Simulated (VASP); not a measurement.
# BaSi3 (Pm-3m) in VASP: single point with PBEsol

Aim: the single point of BaSi3 with PBEsol.

Everything below comes from runs of VASP 6.6.1. Logs are shortened: lines on timing, memory, paths and dates and some standing lists are left out, and cuts for length are marked.

### 1 The cell of the first run

The structure is cubic, space group Pm-3m (No. 221). Conventional cell: a = 4.414 Å, b = 4.414 Å, c = 4.414 Å, α = 90.00°, β = 90.00°, γ = 90.00°. Ba (site symmetry m-3m) has 12 Si at 3.12 Å within 4.1 Å. Within 4.1 Å of Si (site symmetry 4/mmm) lie 4 Ba at 3.12 Å and 8 Si at 3.12 Å.

### 2 Single point, PBEsol

Input file POSCAR:

```
BaSi3
1.0
    4.4143014413      0.0000000000      0.0000000000
    0.0000000000      4.4143014413      0.0000000000
    0.0000000000      0.0000000000      4.4143014413
Ba Si
1 3
Direct
    0.0000000000      0.0000000000      0.0000000000
    0.0000000000      0.5000000000      0.5000000000
    0.5000000000      0.5000000000      0.0000000000
    0.5000000000      0.0000000000      0.5000000000
```

Input file INCAR.step1:

```
ALGO = Normal ; EDIFF = 1E-6
ENCUT = 520 ; GGA = PS
ISIF = 2 ; ISMEAR = 0
LASPH = T ; LCHARG = T
LREAL = F ; LWAVE = F
NBANDS = 19 ; NELM = 60
PREC = Accurate ; SIGMA = 0.05
```

Input file KPOINTS.step1:

```
k-points
0
Gamma
  8 8 8
```

Input file INCAR.step2:

```
ALGO = Normal ; EDIFF = 1E-6
ENCUT = 520 ; GGA = PS
ICHARG = 11 ; ISIF = 2
ISMEAR = -5 ; LASPH = T
LCHARG = F ; LORBIT = 11
LREAL = F ; LWAVE = F
NBANDS = 19 ; NEDOS = 2001
NELM = 60 ; PREC = Accurate
SIGMA = 0.05
```

Input file KPOINTS.step2:

```
k-points
0
Gamma
  12 12 12
```

Potentials or basis: VASP PAW PBE potentials, release 64 (Ba_sv, Si).

Run with:

```bash
$ cat potpaw_PBE.64/Ba_sv/POTCAR potpaw_PBE.64/Si/POTCAR > POTCAR
$ cp INCAR.step1 INCAR
$ cp KPOINTS.step1 KPOINTS
$ mpirun -np 1 vasp_std > vasp.out
$ cp INCAR.step2 INCAR
$ cp KPOINTS.step2 KPOINTS
$ mpirun -np 1 vasp_std > vasp.out
```

OUTCAR:

```text
EDIFF = 1E-6
   ENCUT = 520
   GGA = PS
   ICHARG = 11
   ISIF = 2
   ISMEAR = -5
   LASPH = T
   LORBIT = 11
   LREAL = F
   NELM = 60
   PREC = Accurate

 ion  position               nearest neighbor table
   1  0.000  0.000  0.000-   2 3.12   3 3.12   4 3.12   2 3.12   4 3.12   2 3.12   3 3.12   2 3.12
                             3 3.12   4 3.12   4 3.12   3 3.12
   2  0.000  0.500  0.500-   1 3.12   3 3.12   4 3.12   1 3.12   3 3.12   1 3.12   4 3.12   1 3.12
                             3 3.12   4 3.12   3 3.12   4 3.12
   3  0.500  0.500  0.000-   1 3.12   2 3.12   4 3.12   2 3.12   4 3.12   1 3.12   4 3.12   4 3.12
                             1 3.12   2 3.12   2 3.12   1 3.12
   4  0.500  0.000  0.500-   1 3.12   2 3.12   3 3.12   1 3.12   3 3.12   2 3.12   3 3.12   3 3.12
                             1 3.12   2 3.12   1 3.12   2 3.12

  LATTYP: Found a simple cubic cell.
 ALAT       =     4.4143014413

  Lattice vectors:

 A1 = (   4.4143014413,   0.0000000000,   0.0000000000)
 A2 = (   0.0000000000,   4.4143014413,   0.0000000000)
 A3 = (   0.0000000000,   0.0000000000,   4.4143014413)

Analysis of symmetry for initial positions (statically):
=====================================================================
 Subroutine PRICEL returns:
 Original cell was already a primitive cell.

 Routine SETGRP: Setting up the symmetry group for a
 simple cubic supercell.

 Subroutine GETGRP returns: Found 48 space group operations
 (whereof 48 operations were pure point group operations)
 out of a pool of 48 trial point group operations.

The static configuration has the point symmetry O_h .

Analysis of symmetry for dynamics (positions and initial velocities):
=====================================================================
 Subroutine PRICEL returns:
 Original cell was already a primitive cell.

 Routine SETGRP: Setting up the symmetry group for a
 simple cubic supercell.

 Subroutine GETGRP returns: Found 48 space group operations
 (whereof 48 operations were pure point group operations)
 out of a pool of 48 trial point group operations.

The dynamic configuration has the point symmetry O_h .

 Subroutine INISYM returns: Found 48 space group operations
 (whereof 48 operations are pure point group operations),
 and found     1 'primitive' translations

----------------------------------------------------------------------------------------

                                     Primitive cell

  volume of cell :      86.0173
[... 105 lines left out ...]
   PSTRESS=    0.0 pullay stress
   NELECT =      22.0000    total number of electrons
   NUPDOWN=      -1.0000    fix difference up-down
   EMIN   =  10.00;   EMAX   =-10.00  energy-range for DOS
   EFERMI =   0.00;   METHOD = LEGACY
   ISMEAR =    -5;   SIGMA  =   0.05  broadening in eV -4-tet -1-fermi 0-gaus
   EFERMI_NEDOS =   21; number of points for ismear=-14 and -15
   IALGO  =     38    algorithm
   IMIX   =      4    mixing-type and parameters
     AMIX     =   0.40;   BMIX     =  1.00
     AMIX_MAG =   1.60;   BMIX_MAG =  1.00
  volume/ion in A,a.u.               =      21.50       145.12
  Fermi-wavevector in a.u.,A,eV,Ry     =   1.039171  1.963749 14.692614  1.079877
  Thomas-Fermi vector in A             =   2.173689
   LORBIT       =     11    0 simple, 1 ext, 2 COOP (PROOUT), +10 PAW based schemes
   GGA     = PS    functional components
   LHFCALC =     F    Hartree Fock is set to
   AEXX    =    0.0000 exact exchange contribution
   IVDW    =     0    specifies the selected vdW correction
   LEPSILON=     F    determine dielectric tensor
   LRPA    =     F    only Hartree local field effects (RPA)
 non-spin polarized calculation
 Fermi weights with tetrahedron method with Bloechl corrections
  energy-cutoff  :      520.00
  volume of cell :       86.02
 maximum number of plane-waves:      2360
 NGX is ok and might be reduce to    36

 number of electron      22.0000000 magnetization

 Free energy of the ion-electron system (eV)
  ---------------------------------------------------
  ext. energy  EPLUGINS =         0.00000000
  ---------------------------------------------------
  free energy    TOTEN  =       -18.19295959 eV

  energy without entropy =      -18.19295959  energy(sigma->0) =      -18.19295959

 E-fermi :   5.7029     XC(G=0): -10.2755

 val. band max:        5.7558525379   @ k =   0.4167   0.0833   0.0000
 cond. band min:       5.4365155790   @ k =   0.5000   0.5000   0.0000
 fundamental gap:     -0.3193369590
 Fermi energy:         5.7029433470

 k-point     1 :       0.0000    0.0000    0.0000
  band No.  band energies     occupation
      1     -20.7940      2.00000
      2      -6.3349      2.00000
      3      -6.3349      2.00000
      4      -6.3349      2.00000
      5      -4.3705      2.00000
      6       0.5101      2.00000
[... 505 lines left out ...]
      6      -0.7890      2.00000
[... 11 lines left out ...]
     18      12.2760      0.00000
     19      12.4608      0.00000

 [... further k-points ...]

------------------------ aborting loop because EDIFF is reached ----------------------------------------

  FORCE on cell =-STRESS in cart. coord.  units (eV):
  Direction    XX          YY          ZZ          XY          YZ          ZX
  --------------------------------------------------------------------------------------
  -------------------------------------------------------------------------------------
  Total        0.5160288      0.5160288      0.5160288     -0.0000000     -0.0000000      0.0000000
  in kB        9.6116631      9.6116631      9.6116631     -0.0000000     -0.0000000      0.0000000
  external PRESSURE =       9.6116631 kB  Pullay stress =       0.0000000 kB

 VOLUME and BASIS-vectors are now :
 -----------------------------------------------------------------------------
  energy-cutoff  :      520.00
  volume of cell :       86.02
      direct lattice vectors                 reciprocal lattice vectors
     4.414301441  0.000000000  0.000000000     0.226536410  0.000000000  0.000000000
     0.000000000  4.414301441  0.000000000     0.000000000  0.226536410  0.000000000
     0.000000000  0.000000000  4.414301441     0.000000000  0.000000000  0.226536410

 POSITION                                       TOTAL-FORCE (eV/Angst)
 -----------------------------------------------------------------------------------
      0.00000      0.00000      0.00000         0.000000      0.000000      0.000000
      0.00000      2.20715      2.20715         0.000000      0.000000      0.000000
      2.20715      2.20715      0.00000         0.000000      0.000000      0.000000
      2.20715      0.00000      2.20715         0.000000      0.000000      0.000000
 -----------------------------------------------------------------------------------
    total drift:                               -0.000000     -0.000000     -0.000000

  FREE ENERGIE OF THE ION-ELECTRON SYSTEM (eV)
  ---------------------------------------------------
  free  energy   TOTEN  =       -18.1929595912 eV

  energy  without entropy=      -18.1929595912  energy(sigma->0) =      -18.19295959

 total charge

# of ion       s       p       d       tot
------------------------------------------
    1        2.029   5.562   0.707   8.298
    2        0.868   0.666   0.000   1.534
    3        0.868   0.666   0.000   1.534
    4        0.868   0.666   0.000   1.534
--------------------------------------------------
tot          4.632   7.560   0.707  12.899
```

OUTCAR.step1:

```text
EDIFF = 1E-6
   ENCUT = 520
   GGA = PS
   ISIF = 2
[... 762 lines left out ...]
      0.00000      0.00000      0.00000         0.000000      0.000000      0.000000
      0.00000      2.20715      2.20715         0.000000      0.000000      0.000000
      2.20715      2.20715      0.00000         0.000000      0.000000      0.000000
      2.20715      0.00000      2.20715         0.000000      0.000000      0.000000
 -----------------------------------------------------------------------------------
    total drift:                               -0.000000     -0.000000     -0.000000

  FREE ENERGIE OF THE ION-ELECTRON SYSTEM (eV)
  ---------------------------------------------------
  free  energy   TOTEN  =       -18.1934000128 eV

  energy  without entropy=      -18.1907320668  energy(sigma->0) =      -18.19206604
```

Wall time 96 s (1 thread of Intel Xeon Platinum 8488C (Sapphire Rapids), shared host); peak memory 0.28 GiB.

Results:

```yaml
Valence_electrons_inside_the_program's_atomic_spheres: Ba 8.30; Si 1.53
```

Levels at points of the mesh, in eV from the Fermi level:
```csv
k point,band 7,band 8,band 9,band 10,band 11,band 12,band 13,band 14,band 15,band 16
"(0.00, 0.00, 0.00)",-5.19,-1.92,-1.92,-1.92,1.71,1.71,1.71,2.72,2.72,2.72
"(0.50, 0.00, 0.00)",-4.31,-2.58,-2.58,-1.86,0.54,0.54,1.02,1.30,3.27,3.27
"(0.50, 0.50, 0.00)",-5.99,-3.75,-1.29,-1.29,-0.62,-0.27,1.37,1.37,3.72,4.70
"(0.50, 0.50, 0.50)",-7.13,-4.73,-1.33,-1.33,-1.33,4.41,5.13,5.13,5.13,5.64
```

Caveat: the PAW data sets were made with another functional, which shifts forces and pressure a little; spin-orbit coupling is left out, which moves the levels of the heavy elements.
